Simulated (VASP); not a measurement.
# K (Fm-3m) in VASP: further runs

Runs on K. Level: PBE. Tasks: single point.

Everything below comes from runs of VASP 6.6.1. Logs are shortened: lines on timing, memory, paths and dates and some standing lists are left out, and cuts for length are marked.

## (1) The cell of the first run

The structure is cubic, space group Fm-3m (No. 225). The conventional cell has a = 6.589 Å, b = 6.589 Å, c = 6.589 Å, α = 90.00°, β = 90.00°, γ = 90.00°.

## (2) Single point, PBE

INCAR reads:

```
ALGO = Normal
EDIFF = 1E-7
ENCUT = 520
GGA = PE
ISIF = 2
ISMEAR = 0
LASPH = True
LCHARG = False
LREAL = False
LWAVE = False
NBANDS = 10
NELM = 100
PREC = Accurate
SIGMA = 0.05
```

KPOINTS reads:

```
k-points
0
Gamma
  6 6 6
```

POSCAR reads:

```
K
1.0
    0.0000000000      3.2946930311      3.2946930311
    3.2946930311      0.0000000000      3.2946930311
    3.2946930311      3.2946930311      0.0000000000
K
1
Direct
    0.0000000000      0.0000000000      0.0000000000
```

Potentials or basis: VASP PAW PBE potentials, release 64 (K_sv).

Launch:

```sh
$ cat potpaw_PBE.64/K_sv/POTCAR > POTCAR
$ mpirun -np 1 vasp_std > vasp.out
```

OUTCAR:

```text
EDIFF = 1E-7
   ENCUT = 520
   GGA = PE
   ISIF = 2
   ISMEAR = 0
   LASPH = True
   LREAL = False
   NELM = 100
   PREC = Accurate

 ion  position               nearest neighbor table
   1  0.000  0.000  0.000-

  LATTYP: Found a face centered cubic cell.
 ALAT       =     6.5893860622

  Lattice vectors:

 A1 = (   0.0000000000,   3.2946930311,   3.2946930311)
 A2 = (   3.2946930311,   0.0000000000,   3.2946930311)
 A3 = (   3.2946930311,   3.2946930311,   0.0000000000)

Analysis of symmetry for initial positions (statically):
=====================================================================
 Subroutine PRICEL returns:
 Original cell was already a primitive cell.

 Routine SETGRP: Setting up the symmetry group for a
 face centered cubic supercell.

 Subroutine GETGRP returns: Found 48 space group operations
 (whereof 48 operations were pure point group operations)
 out of a pool of 48 trial point group operations.

The static configuration has the point symmetry O_h .

Analysis of symmetry for dynamics (positions and initial velocities):
=====================================================================
 Subroutine PRICEL returns:
 Original cell was already a primitive cell.

 Routine SETGRP: Setting up the symmetry group for a
 face centered cubic supercell.

 Subroutine GETGRP returns: Found 48 space group operations
 (whereof 48 operations were pure point group operations)
 out of a pool of 48 trial point group operations.

The dynamic configuration has the point symmetry O_h .

 Subroutine INISYM returns: Found 48 space group operations
 (whereof 48 operations are pure point group operations),
 and found     1 'primitive' translations

----------------------------------------------------------------------------------------

                                     Primitive cell

  volume of cell :      71.5278

  direct lattice vectors                    reciprocal lattice vectors
     0.000000000  3.294693031  3.294693031    -0.151759206  0.151759206  0.151759206
     3.294693031  0.000000000  3.294693031     0.151759206 -0.151759206  0.151759206
     3.294693031  3.294693031  0.000000000     0.151759206  0.151759206 -0.151759206

  length of vectors
     4.659399568  4.659399568  4.659399568     0.262854656  0.262854656  0.262854656

  position of ions in fractional coordinates (direct lattice)
     0.000000000  0.000000000  0.000000000

  ion indices of the primitive-cell ions
   primitive index   ion index
                 1           1

----------------------------------------------------------------------------------------

 KPOINTS: k-points

Automatic generation of k-mesh.
 Grid dimensions read from file:
 generate k-points for:    6    6    6

 Generating k-lattice:

  Cartesian coordinates                     Fractional coordinates (reciprocal lattice)
    -0.025293201  0.025293201  0.025293201     0.166666667  0.000000000  0.000000000
     0.025293201 -0.025293201  0.025293201     0.000000000  0.166666667  0.000000000
     0.025293201  0.025293201 -0.025293201     0.000000000  0.000000000  0.166666667

  Length of vectors
     0.043809109  0.043809109  0.043809109

  Shift w.r.t. Gamma in fractional coordinates (k-lattice)
     0.000000000  0.000000000  0.000000000

 Subroutine IBZKPT returns following result:
 ===========================================

 Found     16 irreducible k-points:

 Following reciprocal coordinates:
            Coordinates               Weight
  0.000000  0.000000  0.000000      1.000000
  0.166667  0.000000  0.000000      8.000000
  0.333333  0.000000  0.000000      8.000000
  0.500000  0.000000  0.000000      4.000000
  0.166667  0.166667  0.000000      6.000000
  0.333333  0.166667  0.000000     24.000000
[... 8 lines left out ...]
 -0.333333  0.333333  0.166667     24.000000
 -0.333333  0.500000  0.166667     12.000000
   k-points           NKPTS =     16   k-points in BZ     NKDIM =     16   number of bands    NBANDS=     10
   number of dos      NEDOS =    301   number of ions     NIONS =      1
   total plane-waves  NPLWV =  46656
   dimension x,y,z NGX =    36 NGY =   36 NGZ =   36
   dimension x,y,z NGXF=    72 NGYF=   72 NGZF=   72
   ions per type =               1
   NGX,Y,Z   is equivalent  to a cutoff of  12.84, 12.84, 12.84 a.u.
   NGXF,Y,Z  is equivalent  to a cutoff of  25.69, 25.69, 25.69 a.u.
 SYSTEM =  unknown system
   PREC   = accura    normal or accurate (medium, high low for compatibility)
   ISTART =      0    job   : 0-new  1-cont  2-samecut
   ICHARG =      2    charge: 1-file 2-atom 10-const
   ISPIN  =      1    spin polarized calculation?
   LNONCOLLINEAR =      F non collinear calculations
   LSORBIT =      F    spin-orbit coupling
   LASPH  =      T    aspherical Exc in radial PAW
   ENCUT  =  520.0 eV  38.22 Ry    6.18 a.u.   8.66  8.66  8.66*2*pi/ulx,y,z
   NELM   =    100;   NELMIN=  2; NELMDL= -5     # of ELM steps
   EDIFF  = 0.1E-06   stopping-criterion for ELM
   LREAL  =      F    real-space projection
   EDIFFG = 0.1E-05   stopping-criterion for IOM
   NSW    =      0    number of steps for IOM
   IBRION =     -1    ionic relax: 0-MD 1-quasi-New 2-CG
   NFREE  =      0    steps in history (QN), initial steepest desc. (CG)
   ISIF   =      2    stress and relaxation
   ISYM   =      2    0-nonsym 1-usesym 2-fastsym
   POTIM  = 0.5000    time-step for ionic-motion
   TEBEG  =    0.0;   TEEND  =   0.0 temperature during run
   PSTRESS=    0.0 pullay stress
   NELECT =       9.0000    total number of electrons
   NUPDOWN=      -1.0000    fix difference up-down
   EMIN   =  10.00;   EMAX   =-10.00  energy-range for DOS
   EFERMI =   0.00;   METHOD = LEGACY
   ISMEAR =     0;   SIGMA  =   0.05  broadening in eV -4-tet -1-fermi 0-gaus
   EFERMI_NEDOS =   21; number of points for ismear=-14 and -15
   IALGO  =     38    algorithm
   IMIX   =      4    mixing-type and parameters
     AMIX     =   0.40;   BMIX     =  1.00
     AMIX_MAG =   1.60;   BMIX_MAG =  1.00
  volume/ion in A,a.u.               =      71.53       482.69
  Fermi-wavevector in a.u.,A,eV,Ry     =   0.820347  1.550230  9.156293  0.672969
  Thomas-Fermi vector in A             =   1.931313
   LORBIT       =      0    0 simple, 1 ext, 2 COOP (PROOUT), +10 PAW based schemes
   GGA     = PE    functional components
   LHFCALC =     F    Hartree Fock is set to
   AEXX    =    0.0000 exact exchange contribution
   IVDW    =     0    specifies the selected vdW correction
   LEPSILON=     F    determine dielectric tensor
   LRPA    =     F    only Hartree local field effects (RPA)
 non-spin polarized calculation
 Gauss-broadening in eV      SIGMA  =   0.05
  energy-cutoff  :      520.00
  volume of cell :       71.53
 maximum number of plane-waves:      1964
 NGX is ok and might be reduce to    36
   NGX = 17   NGY = 17   NGZ = 17

 number of electron       9.0000000 magnetization

 Free energy of the ion-electron system (eV)
  ---------------------------------------------------
  ext. energy  EPLUGINS =         0.00000000
  ---------------------------------------------------
  free energy    TOTEN  =        -1.03879915 eV

  energy without entropy =       -1.03653961  energy(sigma->0) =       -1.03766938

 E-fermi :  -0.1931     XC(G=0):  -5.7186

 val. band max:       -0.2218159577   @ k =   0.5000   0.3333   0.1667
 cond. band min:       0.1317133108   @ k =   0.5000   0.1667   0.0000
 fundamental gap:      0.3535292685
 Fermi energy:        -0.1930684817

 k-point     1 :       0.0000    0.0000    0.0000
  band No.  band energies     occupation
      1     -32.1694      2.00000
      2     -15.6180      2.00000
      3     -15.6180      2.00000
      4     -15.6180      2.00000
      5      -2.2549      2.00000
      6       4.1789      0.00000
      7       4.1789      0.00000
      8       4.1789      0.00000
      9       5.4515      0.00000
     10       5.4515      0.00000

 k-point     2 :       0.1667    0.0000    0.0000
  band No.  band energies     occupation
      1     -32.1684      2.00000
      2     -15.6366      2.00000
      3     -15.6206      2.00000
      4     -15.6206      2.00000
      5      -1.9244      2.00000
      6       3.3937      0.00000
      7       4.2694      0.00000
      8       4.2694      0.00000
      9       5.2564      0.00000
     10       5.2564      0.00000

 k-point     3 :       0.3333    0.0000    0.0000
  band No.  band energies     occupation
      1     -32.1662      2.00000
      2     -15.6734      2.00000
      3     -15.6257      2.00000
      4     -15.6257      2.00000
      5      -0.9917      2.00000
      6       1.9463      0.00000
      7       4.1143      0.00000
      8       4.1143      0.00000
      9       5.6247      0.00000
     10       5.6247      0.00000

 k-point     4 :       0.5000    0.0000    0.0000
  band No.  band energies     occupation
      1     -32.1652      2.00000
      2     -15.6915      2.00000
      3     -15.6282      2.00000
      4     -15.6282      2.00000
      5       0.2673      0.00000
      6       0.5036      0.00000
      7       3.9606      0.00000
      8       3.9606      0.00000
      9       6.1819      0.00000
     10       6.2554      0.00000
[... 118 lines left out ...]
 k-point    14 :       0.5000    0.3333    0.1667
  band No.  band energies     occupation
      1     -32.1648      2.00000
      2     -15.6727      2.00000
      3     -15.6478      2.00000
      4     -15.6345      2.00000
      5      -0.2218      1.58384
      6       2.1728      0.00000
      7       2.5610      0.00000
      8       4.0757      0.00000
      9       5.1437      0.00000
     10       5.9672      0.00000

 k-point    15 :      -0.3333    0.3333    0.1667
  band No.  band energies     occupation
      1     -32.1641      2.00000
      2     -15.6750      2.00000
      3     -15.6566      2.00000
      4     -15.6387      2.00000
      5       0.9358      0.00000
      6       1.1233      0.00000
      7       2.3675      0.00000
      8       3.6797      0.00000
      9       5.3141      0.00000
     10       6.0743      0.00000

 k-point    16 :      -0.3333    0.5000    0.1667
  band No.  band energies     occupation
      1     -32.1638      2.00000
      2     -15.6766      2.00000
      3     -15.6555      2.00000
      4     -15.6454      2.00000
      5       1.1898      0.00000
      6       1.5062      0.00000
      7       1.9321      0.00000
      8       3.3749      0.00000
      9       5.5818      0.00000
     10       6.0900      0.00000

------------------------ aborting loop because EDIFF is reached ----------------------------------------

  FORCE on cell =-STRESS in cart. coord.  units (eV):
  Direction    XX          YY          ZZ          XY          YZ          ZX
  --------------------------------------------------------------------------------------
  -------------------------------------------------------------------------------------
  Total        0.0574272      0.0574272      0.0574272      0.0000000      0.0000000      0.0000000
  in kB        1.2863335      1.2863335      1.2863335      0.0000000      0.0000000      0.0000000
  external PRESSURE =       1.2863335 kB  Pullay stress =       0.0000000 kB

 VOLUME and BASIS-vectors are now :
 -----------------------------------------------------------------------------
  energy-cutoff  :      520.00
  volume of cell :       71.53
      direct lattice vectors                 reciprocal lattice vectors
     0.000000000  3.294693031  3.294693031    -0.151759206  0.151759206  0.151759206
     3.294693031  0.000000000  3.294693031     0.151759206 -0.151759206  0.151759206
     3.294693031  3.294693031  0.000000000     0.151759206  0.151759206 -0.151759206

 POSITION                                       TOTAL-FORCE (eV/Angst)
 -----------------------------------------------------------------------------------
      0.00000      0.00000      0.00000         0.000000      0.000000      0.000000
 -----------------------------------------------------------------------------------
    total drift:                               -0.000000      0.000000      0.000000

  FREE ENERGIE OF THE ION-ELECTRON SYSTEM (eV)
  ---------------------------------------------------
  free  energy   TOTEN  =        -1.0387991454 eV

  energy  without entropy=       -1.0365396127  energy(sigma->0) =       -1.03766938
```

Wall time 7.9 s (1 thread of Intel Xeon Platinum 8559C (Emerald Rapids), shared host); peak memory 0.19 GiB.

Results:

* Free energy: -1.0388 eV
* Pressure: 0.1 GPa

## (3) Single point, PBE

This run uses another cell than the first one, of 71.81 Å³/atom, 1.004 times its volume.

INCAR reads:

```
PREC = Accurate
ENCUT = 520
EDIFF = 1E-7
ISMEAR = 0
SIGMA = 0.05
LREAL = False
LASPH = True
NELM = 80
ALGO = Normal
ISIF = 2
LWAVE = False
LCHARG = False
GGA = PE
NBANDS = 10
```

KPOINTS reads:

```
Automatic mesh
0
Gamma
  6 6 6
```

POSCAR reads:

```
K
1.0
    0.0000000000      3.2990801109      3.2990801109
    3.2990801109      0.0000000000      3.2990801109
    3.2990801109      3.2990801109      0.0000000000
K
1
Direct
    0.0000000000      0.0000000000      0.0000000000
```

Potentials or basis: VASP PAW PBE potentials, release 64 (K_sv).

Launch:

```sh
$ cat potpaw_PBE.64/K_sv/POTCAR > POTCAR
$ mpirun -np 1 vasp_std > vasp.out
```

It took 10 s on 1 thread of Intel Xeon Platinum 8559C (Emerald Rapids), shared host; peak memory 0.19 GiB.

Results (log left out):

```yaml
Free_energy: -1.0390 eV
Pressure: 0.1 GPa
```

Levels at points of the mesh, in eV from the Fermi level:
| k point | band 1 | band 2 | band 3 | band 4 | band 5 | band 6 | band 7 | band 8 | band 9 | band 10 |
| --- | --- | --- | --- | --- | --- | --- | --- | --- | --- | --- |
| (0.00, 0.00, 0.00) | -31.98 | -15.43 | -15.43 | -15.43 | -2.06 | 4.37 | 4.37 | 4.37 | 5.64 | 5.64 |
| (0.50, 0.00, 0.00) | -31.97 | -15.50 | -15.44 | -15.44 | 0.46 | 0.69 | 4.15 | 4.15 | 6.36 | 6.44 |
| (0.50, 0.50, 0.00) | -31.97 | -15.50 | -15.45 | -15.45 | 1.04 | 1.54 | 2.47 | 5.14 | 5.14 | 5.84 |

## (4) Single point, PBE

This run uses another cell than the first one, of 74.25 Å³/atom, 1.038 times its volume.

INCAR reads:

```
PREC = Accurate
ENCUT = 520
EDIFF = 1E-6
ISMEAR = 0
SIGMA = 0.05
LREAL = F
LASPH = T
NELM = 80
ALGO = Normal
ISIF = 2
LWAVE = F
LCHARG = F
GGA = PE
NBANDS = 10
```

KPOINTS is that of step 3.

POSCAR reads:

```
K
1.0
    0.0000000000      3.3359840396      3.3359840396
    3.3359840396      0.0000000000      3.3359840396
    3.3359840396      3.3359840396      0.0000000000
K
1
Direct
    0.0000000000      0.0000000000      0.0000000000
```

Launch:

```sh
$ cat potpaw_PBE.64/K_sv/POTCAR > POTCAR
$ mpirun -np 1 vasp_std > vasp.out
```

It took 11 s on 1 thread of Intel Xeon Platinum 8559C (Emerald Rapids), shared host; peak memory 0.19 GiB.

Results (log left out):

| Quantity | Value |
| --- | --- |
| Free energy | -1.0400 eV |
| Pressure | 0.0 GPa |

Levels at points of the mesh, in eV from the Fermi level:
```tsv
k point	band 1	band 2	band 3	band 4	band 5	band 6	band 7	band 8	band 9	band 10
(0.00, 0.00, 0.00)	-32.00	-15.45	-15.45	-15.45	-2.01	4.33	4.33	4.33	5.58	5.58
(0.50, 0.00, 0.00)	-32.00	-15.52	-15.46	-15.46	0.46	0.68	4.12	4.12	6.25	6.36
(0.50, 0.50, 0.00)	-32.00	-15.51	-15.48	-15.48	1.04	1.50	2.47	5.02	5.02	5.67
```

## (5) The runs side by side

```csv
cell,gap on the mesh (eV),pressure (GPa)
"a = 4.659 Å, angles 60.0°, 1 atom",none,0.1
"a = 4.666 Å, angles 60.0°, 1 atom",none,0.1
"a = 4.718 Å, angles 60.0°, 1 atom",none,0.0
```

Alike in all rows: task single point; level PBE; potentials or basis VASP PAW PBE potentials, release 64 (K_sv); no spin polarisation; k mesh 6 × 6 × 6; cutoff (eV) 520; smearing gaussian 0.05 eV.

Absolute energies hang on the potentials; compare differences alone.
